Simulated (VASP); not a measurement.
# AlRu in VASP: a series of runs, part 2 of 2

VASP 6.6.1. The steps go on from the part before.

## (4) Electric field gradients, PBEsol (equal xy, yz and zx shear strains of -2 %)

INCAR

```
PREC = Accurate
ENCUT = 520
EDIFF = 1E-8
ISMEAR = -1
SIGMA = 0.05
LREAL = F
LASPH = T
NELM = 60
ALGO = Normal
ISIF = 2
LWAVE = F
LCHARG = F
GGA = PS
LEFG = T
NBANDS = 16
```

KPOINTS

```
Automatic mesh
0
Gamma
  12 12 12
```

POSCAR

```
AlRu
1.0
    2.9916000000     -0.0299160000     -0.0299160000
   -0.0299160000      2.9916000000     -0.0299160000
   -0.0299160000     -0.0299160000      2.9916000000
Al Ru
1 1
Direct
    0.0000000000      0.0000000000      0.0000000000
    0.5000000000      0.5000000000      0.5000000000
```

Potentials or basis: VASP PAW PBE potentials, release 64 (Al, Ru_pv).

Launch:

```console
> cat potpaw_PBE.64/Al/POTCAR potpaw_PBE.64/Ru_pv/POTCAR > POTCAR
> mpirun -np 1 vasp_std > vasp.out
```

OUTCAR:

```text
PREC = Accurate
   ENCUT = 520
   EDIFF = 1E-8
   ISMEAR = -1
   LREAL = F
   LASPH = T
   NELM = 60
   ISIF = 2
   GGA = PS

 ion  position               nearest neighbor table
   1  0.000  0.000  0.000-   2 2.54   2 2.54   2 2.61   2 2.61   2 2.61   2 2.61   2 2.61   2 2.61

   2  0.500  0.500  0.500-   1 2.54   1 2.54   1 2.61   1 2.61   1 2.61   1 2.61   1 2.61   1 2.61

  LATTYP: Found a trigonal (rhomboedric) cell.
 ALAT       =     2.9918991450
 COS(alpha) =    -0.0198960208

  Lattice vectors:

 A1 = (   2.9916000000,  -0.0299160000,  -0.0299160000)
 A2 = (  -0.0299160000,   2.9916000000,  -0.0299160000)
 A3 = (  -0.0299160000,  -0.0299160000,   2.9916000000)

Analysis of symmetry for initial positions (statically):
=====================================================================
 Subroutine PRICEL returns:
 Original cell was already a primitive cell.

 Routine SETGRP: Setting up the symmetry group for a
 trigonal (rhombohedral) supercell.

 Subroutine GETGRP returns: Found 12 space group operations
 (whereof 12 operations were pure point group operations)
 out of a pool of 12 trial point group operations.

The static configuration has the point symmetry D_3d.

Analysis of symmetry for dynamics (positions and initial velocities):
=====================================================================
 Subroutine PRICEL returns:
 Original cell was already a primitive cell.

 Routine SETGRP: Setting up the symmetry group for a
 trigonal (rhombohedral) supercell.

 Subroutine GETGRP returns: Found 12 space group operations
 (whereof 12 operations were pure point group operations)
[... 162 lines left out ...]
      4       0.9162      2.00000
      5       7.0108      2.00000
      6       7.0108      2.00000
[... 433 lines left out ...]
      3     -31.0935      2.00000
      4       4.1540      2.00000
      5       6.1035      2.00000
      6       8.0259      2.00000
[... 8 lines left out ...]
     15      22.5980      0.00000
     16      24.0859      0.00000

 [... further k-points ...]

------------------------ aborting loop because EDIFF is reached ----------------------------------------

  FORCE on cell =-STRESS in cart. coord.  units (eV):
  Direction    XX          YY          ZZ          XY          YZ          ZX
  --------------------------------------------------------------------------------------
  -------------------------------------------------------------------------------------
  Total       -0.5123922     -0.5123922     -0.5123922      0.4653310      0.4653310      0.4653310
  in kB      -30.6714065    -30.6714065    -30.6714065     27.8543583     27.8543583     27.8543583
  external PRESSURE =     -30.6714065 kB  Pullay stress =       0.0000000 kB

 VOLUME and BASIS-vectors are now :
 -----------------------------------------------------------------------------
  energy-cutoff  :      520.00
  volume of cell :       26.77
      direct lattice vectors                 reciprocal lattice vectors
     2.991600000 -0.029916000 -0.029916000     0.334336830  0.003377140  0.003377140
    -0.029916000  2.991600000 -0.029916000     0.003377140  0.334336830  0.003377140
    -0.029916000 -0.029916000  2.991600000     0.003377140  0.003377140  0.334336830

 POSITION                                       TOTAL-FORCE (eV/Angst)
 -----------------------------------------------------------------------------------
      0.00000      0.00000      0.00000        -0.000000      0.000000     -0.000000
      1.46588      1.46588      1.46588         0.000000     -0.000000      0.000000
 -----------------------------------------------------------------------------------
    total drift:                                0.000000     -0.000000     -0.000000

  FREE ENERGIE OF THE ION-ELECTRON SYSTEM (eV)
  ---------------------------------------------------
  free  energy   TOTEN  =       -15.5148497595 eV

  energy  without entropy=      -15.5030558610  energy(sigma->0) =      -15.50895281

 Electric field gradients (V/A^2)
---------------------------------------------------------------------
 ion       V_xx      V_yy      V_zz      V_xy      V_xz      V_yz
---------------------------------------------------------------------
   1       0.000     0.000     0.000    -2.881    -2.881    -2.881
   2      -0.000    -0.000     0.000    -3.082    -3.082    -3.082
---------------------------------------------------------------------

 Electric field gradients after diagonalization (V/A^2)
 (convention: |V_zz| > |V_xx| > |V_yy|)
----------------------------------------------------------------------
 ion       V_xx      V_yy      V_zz     asymmetry (V_yy - V_xx)/ V_zz
----------------------------------------------------------------------
   1       2.881     2.881    -5.762       0.000
   2       3.082     3.082    -6.164       0.000
----------------------------------------------------------------------

           NMR quadrupolar parameters

 Cq : quadrupolar parameter    Cq=e*Q*V_zz/h
 eta: asymmetry parameters     (V_yy - V_xx)/ V_zz
 Q  : nuclear electric quadrupole moment in mb (millibarn)
----------------------------------------------------------------------
 ion       Cq(MHz)       eta       Q (mb)
----------------------------------------------------------------------
   1      -0.014       0.000       1.000
   2      -0.015       0.000       1.000
----------------------------------------------------------------------
```

stdout:

```text
POSCAR found type information on POSCAR AlRu
 POSCAR found :  2 types and       2 ions
 scaLAPACK will be used
 -----------------------------------------------------------------------------
|                                                                             |
|                                                                             |
|     You enforced a specific xc type in the INCAR file but a different       |
|     I HOPE YOU KNOW WHAT YOU ARE DOING!                                     |
|                                                                             |
 -----------------------------------------------------------------------------

 LDA part: xc-table for (Slater+PW92), standard interpolation
 POSCAR, INCAR and KPOINTS ok, starting setup
 FFT: planning ... GRIDC
 FFT: planning ... GRID_SOFT
 FFT: planning ... GRID
 WAVECAR not read
 entering main loop
ion   1

ion   2
```

It took 91 s on 1 thread of Intel Xeon 8259CL, shared host; peak memory 0.2 GiB.

What came out:

- Free energy: -15.5148 eV
- Pressure: -3.1 GPa
- Band gap on the k mesh: zero (an odd number of electrons rules out a gap without spin polarisation)
- Largest electric field gradient by atom: Al -5.8; Ru -6.2 V/Å²

Stress tensor (GPa, compression positive):
```
-3.07  2.79  2.79
 2.79 -3.07  2.79
 2.79  2.79 -3.07
```

Electric field gradients, principal values (V/Å²):
```csv
atom,least,middle,greatest (by size)
1 Al,2.881,2.881,-5.762
2 Ru,3.082,3.082,-6.164
```

Caveat: the cell differs from its parent crystal (equal xy, yz and zx shear strains of -2 %); the cell stands under tension; without QUAD_EFG the Cq values of the log hold for a quadrupole moment of 1 mb, not for the nuclei; the PAW data sets were made with another functional, which shifts forces and pressure a little.

## (5) Electric field gradients, PBEsol (equal xy, yz and zx shear strains of -1 %)

INCAR

```
SYSTEM = AlRu
PREC = Accurate
ENCUT = 520
EDIFF = 1E-8
ISMEAR = -1
SIGMA = 0.05
LREAL = .False.
LASPH = .True.
NELM = 100
ALGO = Normal
ISIF = 2
LWAVE = .False.
LCHARG = .False.
GGA = PS
LEFG = .True.
NBANDS = 16
```

KPOINTS

```
Automatic mesh
0
Gamma
  12 12 12
  0 0 0
```

POSCAR

```
AlRu
1.0
    2.9916000000     -0.0149580000     -0.0149580000
   -0.0149580000      2.9916000000     -0.0149580000
   -0.0149580000     -0.0149580000      2.9916000000
Al Ru
1 1
Direct
    0.0000000000      0.0000000000      0.0000000000
    0.5000000000      0.5000000000      0.5000000000
```

Potentials or basis: VASP PAW PBE potentials, release 64 (Al, Ru_pv).

Launch:

```console
> cat potpaw_PBE.64/Al/POTCAR potpaw_PBE.64/Ru_pv/POTCAR > POTCAR
> mpirun -np 1 vasp_std > vasp.out
```

OUTCAR:

```text
SYSTEM = AlRu
   PREC = Accurate
   ENCUT = 520
   EDIFF = 1E-8
   ISMEAR = -1
   LREAL = .False.
   LASPH = .True.
   NELM = 100
   ISIF = 2
   GGA = PS

 ion  position               nearest neighbor table
   1  0.000  0.000  0.000-   2 2.56   2 2.56   2 2.60   2 2.60   2 2.60   2 2.60   2 2.60   2 2.60

   2  0.500  0.500  0.500-   1 2.56   1 2.56   1 2.60   1 2.60   1 2.60   1 2.60   1 2.60   1 2.60

  LATTYP: Found a trigonal (rhomboedric) cell.
 ALAT       =     2.9916747891
 COS(alpha) =    -0.0099745013

[... 672 lines left out ...]
  ---------------------------------------------------
  free  energy   TOTEN  =       -15.5251208943 eV

  energy  without entropy=      -15.5132418486  energy(sigma->0) =      -15.51918137

 Electric field gradients (V/A^2)
---------------------------------------------------------------------
 ion       V_xx      V_yy      V_zz      V_xy      V_xz      V_yz
---------------------------------------------------------------------
   1      -0.000    -0.000     0.000    -1.423    -1.423    -1.423
   2       0.000    -0.000    -0.000    -1.599    -1.599    -1.599
---------------------------------------------------------------------

 Electric field gradients after diagonalization (V/A^2)
 (convention: |V_zz| > |V_xx| > |V_yy|)
----------------------------------------------------------------------
 ion       V_xx      V_yy      V_zz     asymmetry (V_yy - V_xx)/ V_zz
----------------------------------------------------------------------
   1       1.423     1.423    -2.847       0.000
   2       1.599     1.599    -3.198       0.000
----------------------------------------------------------------------

           NMR quadrupolar parameters

 Cq : quadrupolar parameter    Cq=e*Q*V_zz/h
 eta: asymmetry parameters     (V_yy - V_xx)/ V_zz
 Q  : nuclear electric quadrupole moment in mb (millibarn)
----------------------------------------------------------------------
 ion       Cq(MHz)       eta       Q (mb)
----------------------------------------------------------------------
   1      -0.007       0.000       1.000
   2      -0.008       0.000       1.000
----------------------------------------------------------------------
```

stdout:

```text
POSCAR found type information on POSCAR AlRu
 POSCAR found :  2 types and       2 ions
 scaLAPACK will be used
 -----------------------------------------------------------------------------
|                                                                             |
|                                                                             |
|     You enforced a specific xc type in the INCAR file but a different       |
|     I HOPE YOU KNOW WHAT YOU ARE DOING!                                     |
|                                                                             |
 -----------------------------------------------------------------------------

 LDA part: xc-table for (Slater+PW92), standard interpolation
 POSCAR, INCAR and KPOINTS ok, starting setup
 FFT: planning ... GRIDC
 FFT: planning ... GRID_SOFT
 FFT: planning ... GRID
 WAVECAR not read
 entering main loop
ion   1

ion   2
```

It took 81 s on 1 thread of Intel Xeon 8259CL, shared host; peak memory 0.2 GiB.

Results:

| Item | Value |
| --- | --- |
| Free energy | -15.5251 eV |
| Pressure | -3.3 GPa |
| Band gap on the k mesh | zero (an odd number of electrons rules out a gap without spin polarisation) |
| Largest electric field gradient by atom | Al -2.8; Ru -3.2 V/Å² |

Electric field gradients, principal values (V/Å²):
```
atom  least  middle  greatest (by size)
1 Al  1.423   1.423              -2.847
2 Ru  1.599   1.599              -3.198
```

Caveat: the cell differs from its parent crystal (equal xy, yz and zx shear strains of -1 %); the cell stands under tension; without QUAD_EFG the Cq values of the log hold for a quadrupole moment of 1 mb, not for the nuclei; the PAW data sets were made with another functional, which shifts forces and pressure a little.

## (6) The runs side by side

```csv
cell,gap on the mesh (eV),pressure (GPa)
"a = 2.962, b = 2.962, c = 2.992 Å, 2 atoms",none,1.0
"a = 3.051, b = 3.051, c = 2.992 Å, 2 atoms",none,-10.7
"a = 2.992 Å, angles 91.1°, 2 atoms",none,-3.1
"a = 2.992 Å, angles 90.6°, 2 atoms",none,-3.3
```

Alike in all rows: task electric field gradients; level PBEsol; potentials or basis VASP PAW PBE potentials, release 64 (Al, Ru_pv); no spin polarisation; k mesh 12 × 12 × 12; cutoff (eV) 520; smearing fermi-dirac 0.05 eV.

Caveats: the PAW data sets were made with another functional, which shifts forces and pressure a little; the cell stands under tension (at least some runs).

Total energies depend on the potentials used, so only differences within one code and one set of settings carry meaning.
